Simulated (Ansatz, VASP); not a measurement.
**One calculation of Os, two programs**

```
CELL_PARAMETERS angstrom
0.00000 1.98390 1.94500
1.98390 0.00000 1.94500
1.98390 1.98390 0.00000
ATOMIC_POSITIONS crystal
Os 0.00000 0.00000 0.00000
```

Change from the starting cell: equal xx and yy strain of +2 %.

Alike in both runs: task single point; functional PBE; k mesh 14 × 14 × 14; occupations fermi-dirac, width 0.05 eV; no spin polarisation.

|  | VASP | Ansatz |
| --- | --- | --- |
| version | VASP 6.6.1 | Ansatz 0.2.0 |
| potentials or method | VASP PAW PBE potentials, release 64 (Os), cutoff 520 eV | all-electron LAPW, scalar-relativistic |

```tsv
	VASP	Ansatz	Ansatz less VASP
pressure (GPa)	-22.1	-21.7	+0.47
traceless stress, the component that is largest in VASP (GPa)	3.25	3.30	+0.042
```

Ansatz ran all-electron here, and VASP with PAW potentials.

Spin-orbit coupling is off throughout.
